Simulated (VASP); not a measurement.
# C (P6_3/mmc) in VASP: further runs

C is run at these levels: r2SCAN; tasks: single point.

All numbers are computed with VASP 6.6.1; they aren't measurements. Logs are shortened: lines on timing, memory, paths and dates and some standing lists are left out, and cuts for length are marked.

## (1) The cell of the first run

It takes space group P6_3/mmc (No. 194, hexagonal). The conventional cell has a = 2.384 Å, b = 2.384 Å, c = 8.487 Å, α = 90.00°, β = 90.00°, γ = 120.00°. C (site symmetry 3m) has 4 C at 1.48 to 1.58 Å within 2.0 Å. Within 2.0 Å of C (site symmetry 3m) lie 4 C at 1.48 to 1.60 Å.

## (2) Single point, r2SCAN (strain -0.050 along x and y, +0.025 along z)

File POSCAR:

```
C
1.0
    2.3843477009      0.0000000000      0.0000000000
   -1.1921738505      2.0649056805      0.0000000000
    0.0000000000      0.0000000000      8.4873327404
C
8
Direct
    0.0000000000      0.0000000000      0.0929334757
    0.0000000000      0.0000000000      0.5929334757
    0.0000000000      0.0000000000      0.4070665243
    0.0000000000      0.0000000000      0.9070665243
    0.3333333333      0.6666666667      0.1554962089
    0.6666666667      0.3333333333      0.6554962089
    0.3333333333      0.6666666667      0.3445037911
    0.6666666667      0.3333333333      0.8445037911
```

File INCAR.step1:

```
PREC = Accurate
ENCUT = 520
ISMEAR = 0
SIGMA = 0.05
LREAL = False
LASPH = True
NELM = 80
NBANDS = 26
GGA = PE
ALGO = Normal
EDIFF = 1E-4
LWAVE = True
LCHARG = False
```

File INCAR.step2:

```
PREC = Accurate
ENCUT = 520
EDIFF = 1E-6
ISMEAR = 0
SIGMA = 0.05
LREAL = False
LASPH = True
NELM = 80
ALGO = Normal
ISIF = 2
LWAVE = False
LCHARG = False
METAGGA = R2SCAN
LMIXTAU = True
NBANDS = 26
ISTART = 1
```

File KPOINTS:

```
Automatic mesh
0
Gamma
  12 12 4
```

Potentials or basis: VASP PAW PBE potentials, release 64 (C).

Started as:

```sh
> cat potpaw_PBE.64/C/POTCAR > POTCAR
> cp INCAR.step1 INCAR
> mpirun -np 1 vasp_std > vasp.out
> cp INCAR.step2 INCAR
> mpirun -np 1 vasp_std > vasp.out
```

OUTCAR:

```text
PREC = Accurate
   ENCUT = 520
   EDIFF = 1E-6
   ISMEAR = 0
   LREAL = False
   LASPH = True
   NELM = 80
   ISIF = 2
   METAGGA = R2SCAN
   ISTART = 1

 ion  position               nearest neighbor table
   1  0.000  0.000  0.093-   5 1.48   5 1.48   5 1.48   4 1.58
   2  0.000  0.000  0.593-   6 1.48   6 1.48   6 1.48   3 1.58
   3  0.000  0.000  0.407-   7 1.48   7 1.48   7 1.48   2 1.58
   4  0.000  0.000  0.907-   8 1.48   8 1.48   8 1.48   1 1.58
   5  0.333  0.667  0.155-   1 1.48   1 1.48   1 1.48   7 1.60
   6  0.667  0.333  0.655-   2 1.48   2 1.48   2 1.48   8 1.60
   7  0.333  0.667  0.345-   3 1.48   3 1.48   3 1.48   5 1.60
   8  0.667  0.333  0.845-   4 1.48   4 1.48   4 1.48   6 1.60

  LATTYP: Found a hexagonal cell.
 ALAT       =     2.3843477009
 C/A-ratio  =     3.5596036338

  Lattice vectors:

 A1 = (   2.3843477009,   0.0000000000,   0.0000000000)
 A2 = (  -1.1921738505,   2.0649056805,   0.0000000000)
 A3 = (   0.0000000000,   0.0000000000,   8.4873327404)

Analysis of symmetry for initial positions (statically):
=====================================================================
 Subroutine PRICEL returns:
 Original cell was already a primitive cell.

 Routine SETGRP: Setting up the symmetry group for a
 hexagonal supercell.

 Subroutine GETGRP returns: Found 24 space group operations
 (whereof 12 operations were pure point group operations)
 out of a pool of 24 trial point group operations.

The static configuration has the point symmetry D_3d.
 The point group associated with its full space group is D_6h.

Analysis of symmetry for dynamics (positions and initial velocities):
=====================================================================
 Subroutine PRICEL returns:
 Original cell was already a primitive cell.

 Routine SETGRP: Setting up the symmetry group for a
 hexagonal supercell.

 Subroutine GETGRP returns: Found 24 space group operations
 (whereof 12 operations were pure point group operations)
 out of a pool of 24 trial point group operations.

The dynamic configuration has the point symmetry D_3d.
 The point group associated with its full space group is D_6h.

[... 109 lines left out ...]
   NELM   =     80;   NELMIN=  2; NELMDL=  0     # of ELM steps
   EDIFF  = 0.1E-05   stopping-criterion for ELM
   LREAL  =      F    real-space projection
   EDIFFG = 0.1E-04   stopping-criterion for IOM
   NSW    =      0    number of steps for IOM
   IBRION =     -1    ionic relax: 0-MD 1-quasi-New 2-CG
   NFREE  =      0    steps in history (QN), initial steepest desc. (CG)
   ISIF   =      2    stress and relaxation
   ISYM   =      2    0-nonsym 1-usesym 2-fastsym
   POTIM  = 0.5000    time-step for ionic-motion
   TEBEG  =    0.0;   TEEND  =   0.0 temperature during run
   PSTRESS=    0.0 pullay stress
   NELECT =      32.0000    total number of electrons
   NUPDOWN=      -1.0000    fix difference up-down
   EMIN   =  10.00;   EMAX   =-10.00  energy-range for DOS
   EFERMI =   0.00;   METHOD = LEGACY
   ISMEAR =     0;   SIGMA  =   0.05  broadening in eV -4-tet -1-fermi 0-gaus
   EFERMI_NEDOS =   21; number of points for ismear=-14 and -15
   IALGO  =     38    algorithm
   IMIX   =      4    mixing-type and parameters
     AMIX     =   0.40;   BMIX     =  1.00
     AMIX_MAG =   1.60;   BMIX_MAG =  1.00
  volume/ion in A,a.u.               =       5.22        35.25
  Fermi-wavevector in a.u.,A,eV,Ry     =   1.497768  2.830371 30.522062  2.243308
  Thomas-Fermi vector in A             =   2.609613
   LORBIT       =      0    0 simple, 1 ext, 2 COOP (PROOUT), +10 PAW based schemes
   METAGGA = R2SCAN    functional components
   LHFCALC =     F    Hartree Fock is set to
   AEXX    =    0.0000 exact exchange contribution
   IVDW    =     0    specifies the selected vdW correction
   LEPSILON=     F    determine dielectric tensor
   LRPA    =     F    only Hartree local field effects (RPA)
 non-spin polarized calculation
 Gauss-broadening in eV      SIGMA  =   0.05
  energy-cutoff  :      520.00
  volume of cell :       41.79
 maximum number of plane-waves:      1159
 NGX is ok and might be reduce to    18
   NGX =  9   NGY =  9   NGZ = 31

 number of electron      32.0000009 magnetization

 Free energy of the ion-electron system (eV)
  ---------------------------------------------------
  ext. energy  EPLUGINS =         0.00000000
  ---------------------------------------------------
  free energy    TOTEN  =       -77.37132022 eV

  energy without entropy =      -77.37132022  energy(sigma->0) =      -77.37132022

 E-fermi :  11.4278     XC(G=0): -14.7128

 val. band max:       11.1441552505   @ k =   0.0000   0.0000   0.0000
 cond. band min:      14.8594732298   @ k =   0.0000   0.0000   0.0000
 fundamental gap:      3.7153179793
 Fermi energy:        11.4278024811

 k-point     1 :       0.0000    0.0000    0.0000
  band No.  band energies     occupation
      1     -12.9691      2.00000
      2     -11.3751      2.00000
      3     -11.2468      2.00000
      4      -7.7729      2.00000
      5      -4.0137      2.00000
      6       2.4568      2.00000
[... 685 lines left out ...]
     25      23.1866      0.00000
     26      23.6733      0.00000

 [... further k-points ...]

------------------------ aborting loop because EDIFF is reached ----------------------------------------

  FORCE on cell =-STRESS in cart. coord.  units (eV):
  Direction    XX          YY          ZZ          XY          YZ          ZX
  --------------------------------------------------------------------------------------
  -------------------------------------------------------------------------------------
  Total       21.4571220     21.4571220     -7.1939949     -0.0000000      0.0000000      0.0000000
  in kB      822.6990933    822.6990934   -275.8288407     -0.0000000      0.0000000      0.0000000
  external PRESSURE =     456.5231154 kB  Pullay stress =       0.0000000 kB

 VOLUME and BASIS-vectors are now :
 -----------------------------------------------------------------------------
  energy-cutoff  :      520.00
  volume of cell :       41.79
      direct lattice vectors                 reciprocal lattice vectors
     2.384347701  0.000000000  0.000000000     0.419401918  0.242141811  0.000000000
    -1.192173850  2.064905680  0.000000000     0.000000000  0.484283621  0.000000000
     0.000000000  0.000000000  8.487332740     0.000000000  0.000000000  0.117822646

 POSITION                                       TOTAL-FORCE (eV/Angst)
 -----------------------------------------------------------------------------------
      0.00000      0.00000      0.78876         0.000000     -0.000000     -0.154931
      0.00000      0.00000      5.03242         0.000000     -0.000000     -0.154931
      0.00000      0.00000      3.45491         0.000000      0.000000      0.154931
      0.00000      0.00000      7.69858         0.000000      0.000000      0.154931
     -0.00000      1.37660      1.31975         0.000000     -0.000000      0.279271
      1.19217      0.68830      5.56341        -0.000000     -0.000000      0.279271
     -0.00000      1.37660      2.92392         0.000000     -0.000000     -0.279271
      1.19217      0.68830      7.16758        -0.000000      0.000000     -0.279271
 -----------------------------------------------------------------------------------
    total drift:                                0.000000     -0.000000     -0.000000

  FREE ENERGIE OF THE ION-ELECTRON SYSTEM (eV)
  ---------------------------------------------------
  free  energy   TOTEN  =       -77.3713202185 eV

  energy  without entropy=      -77.3713202185  energy(sigma->0) =      -77.37132022
```

OSZICAR.step1:

```text
N       E                     dE             d eps       ncg     rms          rms(c)
DAV:   1     0.644875981732E+02    0.64488E+02   -0.16917E+04  2964   0.121E+03
DAV:   2    -0.698487726731E+02   -0.13434E+03   -0.12459E+03  3920   0.234E+02
DAV:   3    -0.747614530502E+02   -0.49127E+01   -0.48743E+01  4002   0.392E+01
DAV:   4    -0.747999100811E+02   -0.38457E-01   -0.38399E-01  3784   0.390E+00
DAV:   5    -0.748004913425E+02   -0.58126E-03   -0.58089E-03  3930   0.437E-01    0.125E+01
DAV:   6    -0.722640216718E+02    0.25365E+01   -0.16309E+00  3374   0.720E+00    0.744E+00
DAV:   7    -0.714244979134E+02    0.83952E+00   -0.19898E+00  3496   0.819E+00    0.173E+00
DAV:   8    -0.714288349046E+02   -0.43370E-02   -0.62693E-02  3766   0.141E+00    0.101E-01
DAV:   9    -0.714289734023E+02   -0.13850E-03   -0.61023E-04  3838   0.168E-01    0.475E-02
DAV:  10    -0.714290494957E+02   -0.76093E-04   -0.67576E-05  2612   0.573E-02
   1 F= -.71429049E+02 E0= -.71429049E+02  d E =-.997888E-12
```

Run time: 2.2 min. Hardware: 1 thread of Intel Xeon Platinum 8375C at 2.90GHz (Ice Lake), shared host; peak memory 0.17 GiB.

Results:

| Property | Result |
| --- | --- |
| Free energy | -77.3713 eV |
| Pressure | 45.7 GPa |
| Largest force | 0.279 eV/Å |
| Band gap on the k mesh | 3.72 eV |

Forces in eV/Å, atoms in the order of the input:
```
C    0.000  0.000 -0.155
C    0.000  0.000 -0.155
C    0.000  0.000  0.155
C    0.000  0.000  0.155
C    0.000  0.000  0.279
C    0.000  0.000  0.279
C    0.000  0.000 -0.279
C    0.000  0.000 -0.279
```

Caveat: the cell differs from its parent crystal (strain -0.050 along x and y, +0.025 along z); the cell stands under pressure; the PAW data sets were made with another functional, which shifts forces and pressure a little.

## (3) Single point, r2SCAN (strain -0.025 along x and y, -0.025 along z)

POSCAR: that of step 2 with these lines changed.

```diff
@@ -2,5 +2,5 @@
 1.0
-    2.3843477009      0.0000000000      0.0000000000
-   -1.1921738505      2.0649056805      0.0000000000
-    0.0000000000      0.0000000000      8.4873327404
+    2.4470936931      0.0000000000      0.0000000000
+   -1.2235468465      2.1192453036      0.0000000000
+    0.0000000000      0.0000000000      8.0733165092
 C
```

File INCAR.step1:

```
PREC = Accurate
ENCUT = 520
ISMEAR = 0
SIGMA = 0.05
LREAL = F
LASPH = T
NELM = 100
NBANDS = 26
GGA = PE
ALGO = Normal
EDIFF = 1E-4
LWAVE = T
LCHARG = F
```

File INCAR.step2:

```
PREC = Accurate
ENCUT = 520
EDIFF = 1E-7
ISMEAR = 0
SIGMA = 0.05
LREAL = F
LASPH = T
NELM = 100
ALGO = Normal
ISIF = 2
LWAVE = F
LCHARG = F
METAGGA = R2SCAN
LMIXTAU = T
NBANDS = 26
ISTART = 1
```

KPOINTS is that of step 2.

Potentials or basis: VASP PAW PBE potentials, release 64 (C).

Started as:

```sh
> cat potpaw_PBE.64/C/POTCAR > POTCAR
> cp INCAR.step1 INCAR
> mpirun -np 1 vasp_std > vasp.out
> cp INCAR.step2 INCAR
> mpirun -np 1 vasp_std > vasp.out
```

Run time: 2.3 min. Hardware: 1 thread of Intel Xeon Platinum 8375C at 2.90GHz (Ice Lake), shared host; peak memory 0.17 GiB.

It converged, with:

- Free energy: -78.1295 eV
- Pressure: 40.8 GPa
- Largest force: 0.081 eV/Å
- Band gap on the k mesh: 4.98 eV (least direct gap 5.71 eV)

Forces in eV/Å, atoms in the order of the input:
```
C    0.000  0.000 -0.030
C    0.000  0.000 -0.030
C    0.000  0.000  0.030
C    0.000  0.000  0.030
C    0.000  0.000  0.081
C    0.000  0.000  0.081
C    0.000  0.000 -0.081
C    0.000  0.000 -0.081
```

Stress tensor (GPa, compression positive):
```
40.75  0.00  0.00
 0.00 40.75  0.00
 0.00  0.00 40.95
```

Levels at points of the mesh, in eV from the valence-band top:
```csv
k point,band 13,band 14,band 15,band 16,band 17,band 18,band 19,band 20
"(0.00, 0.00, 0.00)",-1.99,-0.26,0.00,0.00,5.71,5.71,5.92,7.75
"(0.50, 0.00, 0.00)",-5.64,-5.33,-4.21,-3.40,5.03,6.12,6.55,6.55
"(0.00, 0.00, 0.50)",-0.76,-0.76,-0.76,-0.76,6.60,6.60,6.60,6.60
"(0.50, 0.00, 0.50)",-5.38,-5.38,-4.20,-4.20,5.40,5.40,7.62,7.62
```

Caveat: the cell differs from its parent crystal (strain -0.025 along x and y, -0.025 along z); the cell stands under pressure; the PAW data sets were made with another functional, which shifts forces and pressure a little. A k mesh can miss the band edges.

## (4) Single point, r2SCAN (strain -0.050 along x and y, +0.050 along z)

POSCAR: that of step 3 with these lines changed.

```diff
@@ -2,5 +2,5 @@
 1.0
-    2.4470936931      0.0000000000      0.0000000000
-   -1.2235468465      2.1192453036      0.0000000000
-    0.0000000000      0.0000000000      8.0733165092
+    2.3843477009      0.0000000000      0.0000000000
+   -1.1921738505      2.0649056805      0.0000000000
+    0.0000000000      0.0000000000      8.6943408560
 C
```

File INCAR.step1:

```
PREC = Accurate
ENCUT = 520
ISMEAR = 0
SIGMA = 0.05
LREAL = False
LASPH = True
NELM = 80
NBANDS = 26
GGA = PE
ALGO = Normal
EDIFF = 1E-4
LWAVE = True
LCHARG = False
```

File INCAR.step2:

```
PREC = Accurate
ENCUT = 520
EDIFF = 1E-6
ISMEAR = 0
SIGMA = 0.05
LREAL = False
LASPH = True
NELM = 80
ALGO = Normal
ISIF = 2
LWAVE = False
LCHARG = True
METAGGA = R2SCAN
LMIXTAU = True
LELF = True
LVHAR = True
NBANDS = 26
ISTART = 1
```

KPOINTS is that of step 3.

Started as:

```sh
> cat potpaw_PBE.64/C/POTCAR > POTCAR
> cp INCAR.step1 INCAR
> mpirun -np 1 vasp_std > vasp.out
> cp INCAR.step2 INCAR
> mpirun -np 1 vasp_std > vasp.out
```

Run time: 2.5 min. Hardware: 1 thread of Intel Xeon Platinum 8375C at 2.90GHz (Ice Lake), shared host; peak memory 0.18 GiB.

The run converged. Its results:

- Free energy: -77.1068 eV
- Pressure: 34.2 GPa
- Largest force: 0.080 eV/Å
- Band gap on the k mesh: 2.94 eV

Forces in eV/Å, atoms in the order of the input:
```
C    0.000  0.000  0.080
C    0.000  0.000  0.080
C    0.000  0.000 -0.080
C    0.000  0.000 -0.080
C    0.000  0.000  0.034
C    0.000  0.000  0.034
C    0.000  0.000 -0.034
C    0.000  0.000 -0.034
```

Stress tensor (GPa, compression positive):
```
 79.11   0.00   0.00
  0.00  79.11   0.00
  0.00   0.00 -55.51
```

Levels at points of the mesh, in eV from the valence-band top:
| k point | band 13 | band 14 | band 15 | band 16 | band 17 | band 18 | band 19 | band 20 |
| --- | --- | --- | --- | --- | --- | --- | --- | --- |
| (0.00, 0.00, 0.00) | -1.33 | -0.71 | 0.00 | 0.00 | 2.94 | 6.78 | 6.78 | 8.35 |
| (0.50, 0.00, 0.00) | -5.36 | -5.27 | -4.37 | -3.77 | 4.45 | 5.33 | 6.40 | 7.15 |
| (0.00, 0.00, 0.50) | -0.46 | -0.46 | -0.46 | -0.46 | 6.14 | 6.14 | 7.38 | 7.38 |
| (0.50, 0.00, 0.50) | -5.38 | -5.38 | -4.29 | -4.29 | 6.03 | 6.03 | 6.53 | 6.53 |

Caveat: the cell differs from its parent crystal (strain -0.050 along x and y, +0.050 along z); the cell stands under pressure; the PAW data sets were made with another functional, which shifts forces and pressure a little. A k mesh can miss the band edges.

(Part 1 of 3 ends here.)
